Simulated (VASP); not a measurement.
# Mo18S35 (a cell with a defect) in VASP: notebook

The runs below take Mo18S35 (a cell with a defect) through single point, with PBE.

Everything below comes from runs of VASP 6.6.1. Logs are shortened: lines on timing, memory, paths and dates and some standing lists are left out, and cuts for length are marked.

### 1 The cell of the first run

The cell holds a defect, 53 atoms: a = 9.367 Å, b = 9.367 Å, c = 12.083 Å, α = 90.00°, β = 90.00°, γ = 120.00°.

### 2 Single point, PBE

Contents of INCAR:

```
PREC     = Accurate       # precision mode
ENCUT    = 400            # plane-wave cutoff, eV
EDIFF    = 1E-6           # SCF threshold, eV
ISMEAR   = -1             # smearing method
SIGMA    = 0.01           # smearing width, eV
LREAL    = Auto         
LASPH    = True           # aspherical terms in the spheres
NELM     = 120            # most SCF steps
ALGO     = Normal         # electronic algorithm
ISIF     = 2              # what is computed and relaxed
LWAVE    = False          # write WAVECAR
LCHARG   = True           # write CHGCAR
GGA      = PE             # functional
LELF     = True           # ELF
LVHAR    = True         
NBANDS   = 263            # bands
NELECT   = 460.0        
GGA_COMPAT= False
```

Contents of KPOINTS:

```
regular mesh
0
Gamma
  1 1 1
```

Contents of POSCAR:

```
Mo18S35
1.0
    9.3669868000      0.0000000800      0.0000000000
   -4.6834934700      8.1120484800      0.0000000000
    0.0000000000      0.0000000000     12.0827026900
Mo S
18 35
Direct
    0.2240121243      0.1153253687      0.2507648394
    0.1109992748      0.2224057210      0.7490942409
    0.2276847740      0.4475251832      0.2474331345
    0.1109997058      0.5559456409      0.7490992895
    0.2240018402      0.7760624209      0.2507701363
    0.1109492824      0.8891511200      0.7484110329
    0.5553749601      0.1113679187      0.2531885521
    0.4441506144      0.2224012799      0.7490924201
    0.5525372124      0.4475299876      0.2474477836
    0.4442847172      0.5558154609      0.7489852421
    0.5525305794      0.7723648313      0.2474585427
    0.4441481224      0.8890947807      0.7490934961
    0.8886977950      0.1113776540      0.2531775447
    0.7776128155      0.2224826371      0.7492116815
    0.8886888881      0.4446937093      0.2531811862
    0.7776959323      0.5559500722      0.7491040897
    0.8847499174      0.7760648799      0.2507685638
    0.7776956893      0.8890998316      0.7490953169
    0.2222903808      0.1118374705      0.6202064383
    0.1177567367      0.2286371926      0.3794386171
    0.2218264280      0.1109070026      0.8777013945
    0.1099440351      0.2241278508      0.1216779091
    0.2219786514      0.4446665958      0.6202352398
    0.1177430895      0.5564877973      0.3794371274
    0.2221021707      0.4447231783      0.8776860006
    0.1099364757      0.5531952875      0.1216829577
    0.2222856638      0.7777997133      0.6202083418
    0.1109221474      0.8891564207      0.3780717872
    0.2218248135      0.7782741927      0.8777042912
    0.1109222892      0.8891513665      0.1233743839
    0.5554495659      0.1113971345      0.6205499872
    0.4435706914      0.2286228897      0.3794470590
    0.5552256333      0.1112870513      0.8779449658
    0.4468887598      0.2241267380      0.1216926409
    0.5554422602      0.4446685648      0.6202378054
    0.5553677368      0.4447178742      0.8776869937
    0.4442624080      0.5558131187      0.1186242877
    0.5554341955      0.7781191115      0.6202349087
    0.4435625475      0.8823038943      0.3794511143
    0.5553734052      0.7779973173      0.8776844281
    0.4468811686      0.8901114166      0.1216993447
    0.8886951191      0.1114030483      0.6205514770
    0.7775957628      0.2224822672      0.3820430841
    0.8888072857      0.1112949375      0.8779472004
    0.7775740027      0.2224769665      0.1248315910
    0.8886962599      0.4446531524      0.6205561945
    0.7714414144      0.5564975295      0.3794451554
    0.8888065893      0.4448618543      0.8779513386
    0.7759303263      0.5531907198      0.1216880890
    0.8882599393      0.7778025420      0.6202103281
    0.7714548202      0.8823343396      0.3794468107
    0.8892004860      0.7782831851      0.8777064430
    0.7759238660      0.8901123996      0.1216939651
```

Potentials or basis: VASP PAW PBE potentials, release 64 (Mo_sv, S).

Command:

```
> cat potpaw_PBE.64/Mo_sv/POTCAR potpaw_PBE.64/S/POTCAR > POTCAR
> mpirun -np 1 vasp_gam > vasp.out
```

OUTCAR:

```text
PREC = Accurate
   ENCUT = 400
   EDIFF = 1E-6
   ISMEAR = -1
   LREAL = Auto
   LASPH = True
   NELM = 120
   ISIF = 2
   GGA = PE
   NELECT = 460.0

 ion  position               nearest neighbor table
   1  0.224  0.115  0.251-  20 2.36  32 2.36  34 2.39  22 2.39  28 2.39  30 2.39   3 3.09   9 3.09
                            13 3.12   7 3.12   5 3.18  17 3.18
   2  0.111  0.222  0.749-  19 2.38  42 2.38  25 2.38  21 2.38  44 2.38  23 2.38   8 3.12   6 3.12
                            18 3.12  10 3.12  14 3.12   4 3.12
   3  0.228  0.448  0.247-  37 2.35  22 2.37  26 2.37  20 2.39  24 2.39  11 3.04   9 3.04   1 3.09
                             5 3.10  13 3.16  15 3.16
   4  0.111  0.556  0.749-  27 2.38  46 2.38  25 2.38  29 2.38  48 2.38  23 2.38  12 3.12   6 3.12
                            16 3.12  10 3.12  14 3.12   2 3.12
   5  0.224  0.776  0.251-  24 2.36  39 2.36  41 2.39  26 2.39  28 2.39  30 2.39  11 3.10   3 3.10
                             7 3.12  15 3.12  17 3.18   1 3.18
   6  0.111  0.889  0.748-  50 2.38  27 2.38  19 2.38  52 2.38  21 2.38  29 2.38   8 3.12  12 3.12
                            16 3.12  18 3.12   2 3.12   4 3.12
   7  0.555  0.111  0.253-  45 2.38  43 2.38  34 2.40  41 2.40  32 2.40  39 2.40  13 3.12  15 3.12
                             5 3.12   1 3.12  11 3.16   9 3.16
   8  0.444  0.222  0.749-  19 2.38  31 2.38  36 2.38  21 2.38  33 2.38  35 2.38   2 3.12   6 3.12
                            12 3.12  10 3.12  14 3.12  16 3.12
   9  0.553  0.448  0.247-  37 2.35  49 2.37  34 2.37  47 2.39  32 2.39  11 3.04   3 3.04   1 3.09
[... 52 lines left out ...]
  52  0.889  0.778  0.878-  18 2.38  16 2.38   6 2.38
  53  0.776  0.890  0.122-  11 2.37  17 2.39  13 2.40

  LATTYP: Found a hexagonal cell.
 ALAT       =     9.3669868000
 C/A-ratio  =     1.2899241718

  Lattice vectors:

 A1 = (   9.3669868000,   0.0000000800,   0.0000000000)
 A2 = (  -4.6834934700,   8.1120484800,   0.0000000000)
 A3 = (   0.0000000000,   0.0000000000,  12.0827026900)

Analysis of symmetry for initial positions (statically):
=====================================================================
 Subroutine PRICEL returns:
 Original cell was already a primitive cell.

 Routine SETGRP: Setting up the symmetry group for a
 hexagonal supercell.

 Subroutine GETGRP returns: Found  1 space group operations
 (whereof  1 operations were pure point group operations)
 out of a pool of 24 trial point group operations.

The static configuration has the point symmetry C_1 .

Analysis of symmetry for dynamics (positions and initial velocities):
[... 196 lines left out ...]
   ISYM   =      2    0-nonsym 1-usesym 2-fastsym
   POTIM  = 0.5000    time-step for ionic-motion
   TEBEG  =    0.0;   TEEND  =   0.0 temperature during run
   PSTRESS=    0.0 pullay stress
   NELECT =     460.0000    total number of electrons
   NUPDOWN=      -1.0000    fix difference up-down
   EMIN   =  10.00;   EMAX   =-10.00  energy-range for DOS
   EFERMI =   0.00;   METHOD = LEGACY
   ISMEAR =    -1;   SIGMA  =   0.01  broadening in eV -4-tet -1-fermi 0-gaus
   EFERMI_NEDOS =   21; number of points for ismear=-14 and -15
   IALGO  =     38    algorithm
   IMIX   =      4    mixing-type and parameters
     AMIX     =   0.40;   BMIX     =  1.00
     AMIX_MAG =   1.60;   BMIX_MAG =  1.00
  volume/ion in A,a.u.               =      17.32       116.90
  Fermi-wavevector in a.u.,A,eV,Ry     =   1.300257  2.457130 23.002945  1.690669
  Thomas-Fermi vector in A             =   2.431468
   LORBIT       =      0    0 simple, 1 ext, 2 COOP (PROOUT), +10 PAW based schemes
   GGA     = PE    functional components
   LHFCALC =     F    Hartree Fock is set to
   AEXX    =    0.0000 exact exchange contribution
   IVDW    =     0    specifies the selected vdW correction
   LEPSILON=     F    determine dielectric tensor
   LRPA    =     F    only Hartree local field effects (RPA)
 non-spin polarized calculation
  energy-cutoff  :      400.00
  volume of cell :      918.11
 maximum number of plane-waves:      8324
 NGX is ok and might be reduce to    64
   NGX = 31   NGY = 31   NGZ = 39

 number of electron     459.9999979 magnetization

 Free energy of the ion-electron system (eV)
  ---------------------------------------------------
  ext. energy  EPLUGINS =         0.00000000
  ---------------------------------------------------
  free energy    TOTEN  =      -399.84261344 eV

  energy without entropy =     -399.84261344  energy(sigma->0) =     -399.84261344

 E-fermi :   7.6431     XC(G=0): -10.9635

 val. band max:        7.3856063458   @ k =   0.0000   0.0000   0.0000
 cond. band min:       7.9075049580   @ k =   0.0000   0.0000   0.0000
 fundamental gap:      0.5218986122
 Fermi energy:         7.6430557291

 k-point     1 :       0.0000    0.0000    0.0000
  band No.  band energies     occupation
      1     -53.5742      2.00000
      2     -53.5556      2.00000
      3     -53.5555      2.00000
      4     -53.5108      2.00000
      5     -53.4895      2.00000
      6     -53.4892      2.00000
[... 234 lines left out ...]
    241       9.4321      0.00000
    242       9.4321      0.00000
 [bands above 242 left out]

------------------------ aborting loop because EDIFF is reached ----------------------------------------

  FORCE on cell =-STRESS in cart. coord.  units (eV):
  Direction    XX          YY          ZZ          XY          YZ          ZX
  --------------------------------------------------------------------------------------
  -------------------------------------------------------------------------------------
  Total       16.8902381     16.8906103     -2.6044298      0.0015904     -0.0004127     -0.0023815
  in kB       29.4748644     29.4755141     -4.5449457      0.0027753     -0.0007201     -0.0041559
  external PRESSURE =      18.1351443 kB  Pullay stress =       0.0000000 kB

 VOLUME and BASIS-vectors are now :
 -----------------------------------------------------------------------------
  energy-cutoff  :      400.00
  volume of cell :      918.11
      direct lattice vectors                 reciprocal lattice vectors
     9.366986800  0.000000080  0.000000000     0.106757917  0.061636713  0.000000000
    -4.683493470  8.112048480  0.000000000    -0.000000001  0.123273424  0.000000000
     0.000000000  0.000000000 12.082702690     0.000000000  0.000000000  0.082762940

 POSITION                                       TOTAL-FORCE (eV/Angst)
 -----------------------------------------------------------------------------------
      1.55819      0.93552      3.02992        -0.000647      0.003035      0.002346
     -0.00191      1.80417      9.05108         0.000220     -0.000467      0.000848
      0.03674      3.63035      2.98966        -0.003419     -0.000556     -0.010202
     -1.56403      4.50986      9.05114        -0.000339     -0.000112      0.000486
     -1.53646      6.29546      3.02998         0.003793     -0.002555      0.001685
     -3.12507      7.21284      9.04283        -0.000142      0.000006      0.002250
[... 45 lines left out ...]
      4.68404      6.31347     10.60507        -0.000867     -0.000050     -0.014077
      3.09923      7.22064      1.47039        -0.001455     -0.000286      0.014500
 -----------------------------------------------------------------------------------
    total drift:                                0.000180     -0.000955      0.003374

  FREE ENERGIE OF THE ION-ELECTRON SYSTEM (eV)
  ---------------------------------------------------
  free  energy   TOTEN  =      -399.8426134374 eV

  energy  without entropy=     -399.8426134374  energy(sigma->0) =     -399.84261344
```

Run time: 8.3 min. Hardware: 1 thread of AMD EPYC 7R43 (Zen 3), shared host; peak memory 0.6 GiB.

What came out:

```yaml
Free_energy: -399.8426 eV
Largest_force: 0.016 eV/Å
```

Forces on the atoms (eV/Å):
```
Mo  -0.001  0.003  0.002
Mo   0.000  0.000  0.001
Mo  -0.003 -0.001 -0.010
Mo   0.000  0.000  0.000
Mo   0.004 -0.003  0.002
Mo   0.000  0.000  0.002
Mo   0.001  0.000 -0.002
Mo   0.000  0.000  0.001
Mo   0.003 -0.002 -0.011
Mo   0.000  0.000  0.001
Mo   0.000  0.004 -0.011
Mo   0.000  0.000  0.001
Mo  -0.001  0.001 -0.003
Mo   0.000  0.000  0.000
Mo   0.000 -0.001 -0.003
Mo   0.000  0.000  0.000
Mo  -0.003 -0.002  0.003
Mo   0.000  0.000  0.001
S    0.000  0.000  0.014
S    0.001 -0.002 -0.012
S    0.000  0.000 -0.014
S    0.000  0.002  0.015
S    0.000  0.000  0.013
S   -0.001  0.003 -0.011
S    0.000  0.000 -0.014
S    0.002 -0.002  0.015
S   -0.001  0.000  0.014
S    0.000  0.000 -0.012
S    0.001  0.000 -0.014
S   -0.001  0.000  0.010
S   -0.001  0.000  0.014
S   -0.001 -0.002 -0.012
S    0.001  0.000 -0.015
S    0.000  0.002  0.015
S    0.000  0.000  0.013
S    0.000  0.000 -0.015
S    0.000  0.000  0.014
S    0.001  0.000  0.013
S   -0.003  0.000 -0.012
S    0.000  0.000 -0.014
S    0.002  0.000  0.014
S    0.001 -0.001  0.014
S    0.000  0.000 -0.014
S    0.000  0.000 -0.014
S    0.000  0.000  0.014
S    0.000  0.001  0.014
S    0.002  0.003 -0.012
S    0.000  0.000 -0.015
S   -0.001 -0.001  0.015
S    0.000  0.000  0.014
S    0.002 -0.001 -0.012
S   -0.001  0.000 -0.014
S   -0.001  0.000  0.015
```

Levels at points of the mesh, in eV from the Fermi level:
```tsv
k point	band 227	band 228	band 229	band 230	band 231	band 232	band 233	band 234
(0.00, 0.00, 0.00)	-0.48	-0.28	-0.28	-0.26	0.26	0.78	0.78	1.46
```

Caveat: the k points lie up to 0.77 Å⁻¹ apart; the cell carries a net charge on a neutralising background, which shifts energy and pressure; the cell is charged against a uniform background, so pressure and absolute levels hang on convention.

### 3 Single point, PBE

Contents of INCAR:

```
PREC = Accurate
ENCUT = 400
EDIFF = 1E-6
ISMEAR = -1
SIGMA = 0.01
LREAL = Auto
LASPH = True
NELM = 120
ALGO = Normal
ISIF = 2
LWAVE = False
LCHARG = False
GGA = PE
NBANDS = 263
NELECT = 460.0
GGA_COMPAT = False
```

KPOINTS is that of step 2.

Contents of POSCAR:

```
Mo18S35
1.0
    9.3669868000      0.0000000800      0.0000000000
   -4.6834934700      8.1120484800      0.0000000000
    0.0000000000      0.0000000000     12.0827026900
Mo S
18 35
Direct
    0.2268325399      0.1208822882      0.2486641505
    0.1112562881      0.2228877201      0.7493734831
    0.1973899298      0.4323915214      0.2541346981
    0.1112457583      0.5556464563      0.7493790282
    0.2268077937      0.7733273534      0.2486686197
    0.1108304636      0.8890475703      0.7501616346
    0.5503179611      0.1088939444      0.2504852662
    0.4442686300      0.2228864841      0.7493693449
    0.5676930981      0.4324312118      0.2542010739
    0.4441874016      0.5557444554      0.7489145626
    0.5678479005      0.8028828933      0.2543062656
    0.4442760842      0.8886734321      0.7493700071
    0.8913809661      0.1088575754      0.2504778176
    0.7775210631      0.2223990577      0.7489510610
    0.8912441680      0.4497669038      0.2504576234
    0.7770209554      0.5556392999      0.7493769591
    0.8793645441      0.7733377020      0.2486721785
    0.7770274458      0.8886656626      0.7493722417
    0.2217287249      0.1108318059      0.6206051073
    0.1085099107      0.2182009878      0.3833911269
    0.2223035683      0.1119674006      0.8780705172
    0.1090793719      0.2228014287      0.1175314031
    0.2226405773      0.4449721906      0.6194614890
    0.1083064800      0.5575697683      0.3833627392
    0.2231588123      0.4452252709      0.8783577874
    0.1089002296      0.5536160197      0.1175365344
    0.2217291233      0.7781573295      0.6206039487
    0.1109624626      0.8891279446      0.3734248964
    0.2223086854      0.7776078999      0.8780701861
    0.1109465727      0.8891074812      0.1232053820
    0.5549574005      0.1111332061      0.6204093730
    0.4424391274      0.2182130653      0.3834045345
    0.5553990572      0.1113531259      0.8776282320
    0.4465102430      0.2228660207      0.1175547422
    0.5549601482      0.4449642978      0.6194604131
    0.5546921144      0.4452150359      0.8783554700
    0.4443891432      0.5560714998      0.1781838927
    0.5549628329      0.7772931795      0.6194472538
    0.4424352558      0.8917986600      0.3834259701
    0.5546999052      0.7767730890      0.8783677189
    0.4464889916      0.8911831558      0.1175655842
    0.8888210147      0.1111349286      0.6204061452
    0.7777340188      0.2225277551      0.3778095114
    0.8885891688      0.1113553415      0.8776298873
    0.7777004012      0.2224912662      0.1226898516
    0.8888011979      0.4449614592      0.6204043245
    0.7820083386      0.5575880061      0.3833743260
    0.8885651659      0.4444994304      0.8776351841
    0.7774552310      0.5536437496      0.1175487005
    0.8890418798      0.7781474611      0.6206021279
    0.7822291892      0.8918198597      0.3834210043
    0.8879116002      0.7775907583      0.8780699378
    0.7776009925      0.8912018901      0.1175564802
```

Potentials or basis: VASP PAW PBE potentials, release 64 (Mo_sv, S).

Command:

```
> cat potpaw_PBE.64/Mo_sv/POTCAR potpaw_PBE.64/S/POTCAR > POTCAR
> mpirun -np 1 vasp_gam > vasp.out
```

It took 9.6 min on 1 thread of AMD EPYC 7R43 (Zen 3), shared host; peak memory 0.6 GiB.

It converged, with:

```
Free energy   : -397.9860 eV
Largest force : 3.000 eV/Å
```

Forces on the atoms (eV/Å):
```
Mo  -0.001 -0.057  0.007
Mo   0.001  0.015  0.038
Mo   0.436  0.256  0.242
Mo   0.013 -0.008  0.038
Mo  -0.044  0.022  0.008
Mo   0.001  0.000  0.074
Mo   0.020  0.016  0.089
Mo  -0.001  0.015  0.038
Mo  -0.427  0.255  0.234
Mo   0.000  0.001  0.018
Mo   0.003 -0.492  0.226
Mo   0.012 -0.008  0.038
Mo  -0.018  0.017  0.089
Mo   0.000  0.000  0.021
Mo   0.003 -0.020  0.090
Mo  -0.011 -0.008  0.038
Mo   0.039  0.020  0.008
Mo  -0.012 -0.006  0.038
S    0.000 -0.012  0.047
S   -0.005 -0.047  0.013
S    0.000  0.022  0.027
S   -0.060  0.080  0.158
S    0.015  0.008  0.007
S   -0.037  0.023  0.012
S    0.027  0.015  0.029
S    0.049 -0.091  0.159
S   -0.010  0.007  0.046
S    0.002  0.006  0.038
S    0.019 -0.010  0.028
S    0.003  0.008 -0.046
S   -0.006 -0.005  0.032
S    0.009 -0.049  0.012
S    0.005  0.002  0.013
S    0.064  0.079  0.161
S   -0.015  0.009  0.007
S   -0.027  0.016  0.030
S    0.000 -0.009 -3.000
S    0.000 -0.018  0.008
S   -0.034  0.027  0.012
S    0.000 -0.031  0.028
S    0.110  0.009  0.167
S    0.006 -0.005  0.034
S   -0.007 -0.005  0.127
S   -0.003  0.001  0.014
S   -0.007 -0.005  0.024
S   -0.001  0.008  0.034
S    0.038  0.023  0.013
S    0.000 -0.003  0.013
S   -0.053 -0.094  0.163
S    0.011  0.008  0.047
S    0.032  0.023  0.014
S   -0.018 -0.009  0.028
S   -0.117  0.003  0.167
```

Levels at points of the mesh, in eV from the Fermi level:
| k point | band 227 | band 228 | band 229 | band 230 | band 231 | band 232 | band 233 | band 234 |
| --- | --- | --- | --- | --- | --- | --- | --- | --- |
| (0.00, 0.00, 0.00) | -0.99 | -0.42 | -0.42 | -0.15 | 0.16 | 0.16 | 0.16 | 0.83 |

Caveat: the k points lie up to 0.77 Å⁻¹ apart; the cell carries a net charge on a neutralising background, which shifts energy and pressure; the cell is charged against a uniform background, so pressure and absolute levels hang on convention.
